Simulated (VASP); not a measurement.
# SrCl2 (I4/mmm) in VASP: a series of runs

The runs below take SrCl2 through single point, with r2SCAN.

Program: VASP 6.6.1. These are calculated values, not measurements. Logs are shortened: lines on timing, memory, paths and dates and some standing lists are left out, and cuts for length are marked.

## Step 1: The cell of the first run

Symmetry: I4/mmm, No. 139, tetragonal system. The conventional cell has a = 5.324 Å, b = 5.324 Å, c = 6.413 Å, α = 90.00°, β = 90.00°, γ = 90.00°. Sr (site symmetry 4/mmm) has 8 Cl at 3.11 Å within 4.1 Å. Cl (site symmetry -4m2) has 4 Sr at 3.11 Å and 6 Cl at 3.21 to 3.76 Å within 4.1 Å.

## Step 2: Single point, r2SCAN (strain +0.080 along x and y, -0.080 along z)

The input, POSCAR:

```
SrCl2
1.0
    0.0000000000      3.7643400000      3.2066600000
    3.7643400000      0.0000000000      3.2066600000
    3.7643400000      3.7643400000      0.0000000000
Sr Cl
1 2
Direct
    0.0000000000      0.0000000000      0.0000000000
    0.2500000000      0.2500000000      0.2500000000
    0.7500000000      0.7500000000      0.7500000000
```

The input, INCAR.step1:

```
SYSTEM = SrCl2
PREC = Accurate
ENCUT = 520
ISMEAR = 0
SIGMA = 0.05
LREAL = .FALSE.
LASPH = .TRUE.
NELM = 60
NBANDS = 19
GGA = PE
ALGO = Normal
EDIFF = 1E-4
LWAVE = .TRUE.
LCHARG = .FALSE.
```

The input, INCAR.step2:

```
SYSTEM = SrCl2
PREC = Accurate
ENCUT = 520
EDIFF = 1E-6
ISMEAR = 0
SIGMA = 0.05
LREAL = .FALSE.
LASPH = .TRUE.
NELM = 60
ALGO = Normal
ISIF = 2
LWAVE = .FALSE.
LCHARG = .TRUE.
METAGGA = R2SCAN
LMIXTAU = .TRUE.
LELF = .TRUE.
LVHAR = .TRUE.
NBANDS = 19
ISTART = 1
```

The input, KPOINTS:

```
regular mesh
0
G
  6 6 6
  0 0 0
```

Potentials or basis: VASP PAW PBE potentials, release 64 (Sr_sv, Cl).

Command:

```console
cat potpaw_PBE.64/Sr_sv/POTCAR potpaw_PBE.64/Cl/POTCAR > POTCAR
cp INCAR.step1 INCAR
mpirun -np 1 vasp_std > vasp.out
cp INCAR.step2 INCAR
mpirun -np 1 vasp_std > vasp.out
```

OUTCAR:

```text
SYSTEM = SrCl2
   PREC = Accurate
   ENCUT = 520
   EDIFF = 1E-6
   ISMEAR = 0
   LREAL = .FALSE.
   LASPH = .TRUE.
   NELM = 60
   ISIF = 2
   METAGGA = R2SCAN
   ISTART = 1

 ion  position               nearest neighbor table
   1  0.000  0.000  0.000-   3 3.11   3 3.11   3 3.11   2 3.11   3 3.11   2 3.11   2 3.11   2 3.11

   2  0.250  0.250  0.250-   1 3.11   1 3.11   1 3.11   1 3.11
   3  0.750  0.750  0.750-   1 3.11   1 3.11   1 3.11   1 3.11

  LATTYP: Found a body centered tetragonal cell.
 ALAT       =     5.3235806814
 C/A-ratio  =     1.2047004420

  Lattice vectors:

 A1 = (   0.0000000000,  -3.7643400000,  -3.2066600000)
 A2 = (   0.0000000000,   3.7643400000,  -3.2066600000)
 A3 = (   3.7643400000,   0.0000000000,   3.2066600000)

Analysis of symmetry for initial positions (statically):
=====================================================================
 Subroutine PRICEL returns:
 Original cell was already a primitive cell.

 Routine SETGRP: Setting up the symmetry group for a
 body centered tetragonal supercell.

 Subroutine GETGRP returns: Found 16 space group operations
 (whereof 16 operations were pure point group operations)
 out of a pool of 16 trial point group operations.

The static configuration has the point symmetry D_4h.

Analysis of symmetry for dynamics (positions and initial velocities):
=====================================================================
 Subroutine PRICEL returns:
 Original cell was already a primitive cell.

 Routine SETGRP: Setting up the symmetry group for a
 body centered tetragonal supercell.

 Subroutine GETGRP returns: Found 16 space group operations
 (whereof 16 operations were pure point group operations)
 out of a pool of 16 trial point group operations.

The dynamic configuration has the point symmetry D_4h.

 Subroutine INISYM returns: Found 16 space group operations
 (whereof 16 operations are pure point group operations),
 and found     1 'primitive' translations

----------------------------------------------------------------------------------------

                                     Primitive cell

  volume of cell :      90.8784

  direct lattice vectors                    reciprocal lattice vectors
     0.000000000  3.764340000  3.206660000    -0.132825409  0.132825409  0.155925480
     3.764340000  0.000000000  3.206660000     0.132825409 -0.132825409  0.155925480
     3.764340000  3.764340000  0.000000000     0.132825409  0.132825409 -0.155925480

  length of vectors
     4.944989787  4.944989787  5.323580681     0.244126881  0.244126881  0.244126881

  position of ions in fractional coordinates (direct lattice)
     0.000000000  0.000000000  0.000000000
     0.250000000  0.250000000  0.250000000
     0.750000000  0.750000000  0.750000000

  ion indices of the primitive-cell ions
   primitive index   ion index
                 1           1
                 2           2
                 3           3

----------------------------------------------------------------------------------------

 KPOINTS: regular mesh

Automatic generation of k-mesh.
 Grid dimensions read from file:
 generate k-points for:    6    6    6

 Generating k-lattice:

  Cartesian coordinates                     Fractional coordinates (reciprocal lattice)
    -0.022137568  0.022137568  0.025987580     0.166666667  0.000000000  0.000000000
     0.022137568 -0.022137568  0.025987580     0.000000000  0.166666667  0.000000000
     0.022137568  0.022137568 -0.025987580     0.000000000  0.000000000  0.166666667

  Length of vectors
     0.040687813  0.040687813  0.040687813

  Shift w.r.t. Gamma in fractional coordinates (k-lattice)
     0.000000000  0.000000000  0.000000000

 Subroutine IBZKPT returns following result:
 ===========================================

 Found     30 irreducible k-points:

 Following reciprocal coordinates:
            Coordinates               Weight
  0.000000  0.000000  0.000000      1.000000
  0.166667  0.000000  0.000000      8.000000
  0.333333  0.000000  0.000000      8.000000
  0.500000  0.000000  0.000000      4.000000
  0.166667  0.166667  0.000000      2.000000
  0.333333  0.166667  0.000000      8.000000
[... 16 lines left out ...]
  0.333333  0.000000  0.333333      4.000000
  0.500000  0.000000  0.333333     16.000000
 [... further k-points ...]
   k-points           NKPTS =     30   k-points in BZ     NKDIM =     30   number of bands    NBANDS=     19
   number of dos      NEDOS =    301   number of ions     NIONS =      3
   total plane-waves  NPLWV =  64000
   dimension x,y,z NGX =    40 NGY =   40 NGZ =   40
   dimension x,y,z NGXF=    80 NGYF=   80 NGZF=   80
   ions per type =               1   2
   NGX,Y,Z   is equivalent  to a cutoff of  13.45, 13.45, 12.49 a.u.
   NGXF,Y,Z  is equivalent  to a cutoff of  26.90, 26.90, 24.98 a.u.
 SYSTEM =  SrCl2
   PREC   = accura    normal or accurate (medium, high low for compatibility)
   ISTART =      1    job   : 0-new  1-cont  2-samecut
   ICHARG =      0    charge: 1-file 2-atom 10-const
   ISPIN  =      1    spin polarized calculation?
   LNONCOLLINEAR =      F non collinear calculations
   LSORBIT =      F    spin-orbit coupling
   LASPH  =      T    aspherical Exc in radial PAW
   ENCUT  =  520.0 eV  38.22 Ry    6.18 a.u.   9.19  9.19  9.90*2*pi/ulx,y,z
   NELM   =     60;   NELMIN=  2; NELMDL=  0     # of ELM steps
   EDIFF  = 0.1E-05   stopping-criterion for ELM
   LREAL  =      F    real-space projection
   EDIFFG = 0.1E-04   stopping-criterion for IOM
   NSW    =      0    number of steps for IOM
   IBRION =     -1    ionic relax: 0-MD 1-quasi-New 2-CG
   NFREE  =      0    steps in history (QN), initial steepest desc. (CG)
   ISIF   =      2    stress and relaxation
   ISYM   =      2    0-nonsym 1-usesym 2-fastsym
   POTIM  = 0.5000    time-step for ionic-motion
   TEBEG  =    0.0;   TEEND  =   0.0 temperature during run
   PSTRESS=    0.0 pullay stress
   NELECT =      24.0000    total number of electrons
   NUPDOWN=      -1.0000    fix difference up-down
   EMIN   =  10.00;   EMAX   =-10.00  energy-range for DOS
   EFERMI =   0.00;   METHOD = LEGACY
   ISMEAR =     0;   SIGMA  =   0.05  broadening in eV -4-tet -1-fermi 0-gaus
   EFERMI_NEDOS =   21; number of points for ismear=-14 and -15
   IALGO  =     38    algorithm
   IMIX   =      4    mixing-type and parameters
     AMIX     =   0.40;   BMIX     =  1.00
     AMIX_MAG =   1.60;   BMIX_MAG =  1.00
  volume/ion in A,a.u.               =      30.29       204.43
  Fermi-wavevector in a.u.,A,eV,Ry     =   1.050328  1.984833 15.009803  1.103189
  Thomas-Fermi vector in A             =   2.185327
   LORBIT       =      0    0 simple, 1 ext, 2 COOP (PROOUT), +10 PAW based schemes
   METAGGA = R2SCAN    functional components
   LHFCALC =     F    Hartree Fock is set to
   AEXX    =    0.0000 exact exchange contribution
   IVDW    =     0    specifies the selected vdW correction
   LEPSILON=     F    determine dielectric tensor
   LRPA    =     F    only Hartree local field effects (RPA)
 non-spin polarized calculation
 Gauss-broadening in eV      SIGMA  =   0.05
  energy-cutoff  :      520.00
  volume of cell :       90.88
 maximum number of plane-waves:      2472
 NGX is ok and might be reduce to    40
   NGX = 19   NGY = 19   NGZ = 19

 number of electron      23.9999999 magnetization

 Free energy of the ion-electron system (eV)
  ---------------------------------------------------
  ext. energy  EPLUGINS =         0.00000000
  ---------------------------------------------------
  free energy    TOTEN  =       -35.40897800 eV

  energy without entropy =      -35.40897800  energy(sigma->0) =      -35.40897800

 E-fermi :   0.4822     XC(G=0):  -8.4531

 val. band max:        0.2463273249   @ k =   0.5000   0.5000   0.0000
 cond. band min:       4.7397999492   @ k =   0.0000   0.0000   0.0000
 fundamental gap:      4.4934726243
 Fermi energy:         0.4822035837

 k-point     1 :       0.0000    0.0000    0.0000
  band No.  band energies     occupation
      1     -34.8932      2.00000
      2     -16.2643      2.00000
      3     -16.2114      2.00000
      4     -16.2114      2.00000
      5     -14.2826      2.00000
      6     -13.4126      2.00000
[... 11 lines left out ...]
     18       8.6911      0.00000
     19       8.8813      0.00000

 k-point     2 :       0.1667    0.0000    0.0000
  band No.  band energies     occupation
      1     -34.8927      2.00000
      2     -16.2924      2.00000
      3     -16.2360      2.00000
      4     -16.2148      2.00000
      5     -14.1690      2.00000
      6     -13.4732      2.00000
[... 11 lines left out ...]
     18       8.5312      0.00000
     19       9.2911      0.00000

 k-point     3 :       0.3333    0.0000    0.0000
  band No.  band energies     occupation
      1     -34.8916      2.00000
      2     -16.3714      2.00000
      3     -16.2473      2.00000
      4     -16.2217      2.00000
      5     -13.9602      2.00000
      6     -13.5850      2.00000
[... 11 lines left out ...]
     18       8.3455      0.00000
     19       8.6808      0.00000

 k-point     4 :       0.5000    0.0000    0.0000
  band No.  band energies     occupation
      1     -34.8911      2.00000
      2     -16.4083      2.00000
      3     -16.2496      2.00000
      4     -16.2251      2.00000
      5     -13.8723      2.00000
      6     -13.6272      2.00000
[... 11 lines left out ...]
     18       8.4673      0.00000
     19       8.5253      0.00000

 k-point     5 :       0.1667    0.1667    0.0000
  band No.  band energies     occupation
      1     -34.8923      2.00000
      2     -16.3165      2.00000
      3     -16.2188      2.00000
      4     -16.2188      2.00000
      5     -14.0895      2.00000
      6     -13.5634      2.00000
[... 11 lines left out ...]
     18       8.6116      0.00000
     19       8.8350      0.00000
[... 334 lines left out ...]
      2     -16.3759      2.00000
      3     -16.3128      2.00000
      4     -16.2236      2.00000
      5     -13.9012      2.00000
      6     -13.5362      2.00000
[... 11 lines left out ...]
     18       8.2564      0.00000
     19       9.5508      0.00000

 k-point    22 :      -0.3333    0.5000    0.1667
  band No.  band energies     occupation
      1     -34.8901      2.00000
      2     -16.4003      2.00000
      3     -16.2983      2.00000
      4     -16.2361      2.00000
      5     -13.9155      2.00000
      6     -13.5147      2.00000
[... 11 lines left out ...]
     18       9.1001      0.00000
     19       9.9034      0.00000

 k-point    23 :       0.3333    0.0000    0.3333
  band No.  band energies     occupation
      1     -34.8913      2.00000
      2     -16.4019      2.00000
      3     -16.2826      2.00000
      4     -16.2184      2.00000
      5     -13.8969      2.00000
      6     -13.5441      2.00000
[... 11 lines left out ...]
     18       7.7156      0.00000
     19       9.2209      0.00000

 k-point    24 :       0.5000    0.0000    0.3333
  band No.  band energies     occupation
      1     -34.8908      2.00000
      2     -16.4175      2.00000
      3     -16.2977      2.00000
      4     -16.2322      2.00000
      5     -13.8033      2.00000
      6     -13.5879      2.00000
[... 11 lines left out ...]
     18       8.5424      0.00000
     19       9.3855      0.00000

 [... further k-points ...]
[... 5 lines left out ...]
  --------------------------------------------------------------------------------------
  -------------------------------------------------------------------------------------
  Total       -2.6010265     -2.6010265      2.4512340      0.0000000     -0.0000000     -0.0000000
  in kB      -45.8558524    -45.8558524     43.2150242      0.0000000     -0.0000000     -0.0000000
  external PRESSURE =     -16.1655602 kB  Pullay stress =       0.0000000 kB

 VOLUME and BASIS-vectors are now :
 -----------------------------------------------------------------------------
  energy-cutoff  :      520.00
  volume of cell :       90.88
      direct lattice vectors                 reciprocal lattice vectors
     0.000000000  3.764340000  3.206660000    -0.132825409  0.132825409  0.155925480
     3.764340000  0.000000000  3.206660000     0.132825409 -0.132825409  0.155925480
     3.764340000  3.764340000  0.000000000     0.132825409  0.132825409 -0.155925480

 POSITION                                       TOTAL-FORCE (eV/Angst)
 -----------------------------------------------------------------------------------
      0.00000      0.00000      0.00000        -0.000000      0.000000      0.000000
      1.88217      1.88217      1.60333         0.000000      0.000000      0.000000
      5.64651      5.64651      4.80999        -0.000000     -0.000000     -0.000000
 -----------------------------------------------------------------------------------
    total drift:                               -0.000000     -0.000000      0.000000

  FREE ENERGIE OF THE ION-ELECTRON SYSTEM (eV)
  ---------------------------------------------------
  free  energy   TOTEN  =       -35.4089779992 eV

  energy  without entropy=      -35.4089779992  energy(sigma->0) =      -35.40897800
```

Run time: 1.7 min. Hardware: 1 thread of Intel Xeon 6975P-C (Granite Rapids), shared host; peak memory 0.27 GiB.

What came out:

* Free energy: -35.4090 eV
* Pressure: -1.6 GPa
* Band gap on the k mesh: 4.49 eV, indirect (least direct gap 4.68 eV)

Levels at points of the mesh, in eV from the valence-band top:
```csv
k point,band 9,band 10,band 11,band 12,band 13,band 14,band 15,band 16
"(0.00, 0.00, 0.00)",-2.52,-1.51,-1.51,-0.19,4.49,5.32,6.63,8.43
"(0.50, 0.00, 0.00)",-2.05,-1.94,-1.85,-1.66,6.25,6.42,6.85,7.11
"(0.50, 0.50, 0.00)",-2.64,-1.30,-1.30,0.00,5.02,7.14,7.39,8.01
"(0.50, 0.00, 0.50)",-2.26,-1.66,-1.01,-0.21,5.02,6.36,7.21,7.21
```

Caveat: the cell differs from its parent crystal (strain +0.080 along x and y, -0.080 along z); the PAW data sets were made with another functional, which shifts forces and pressure a little.

[end of part 1 of 3]
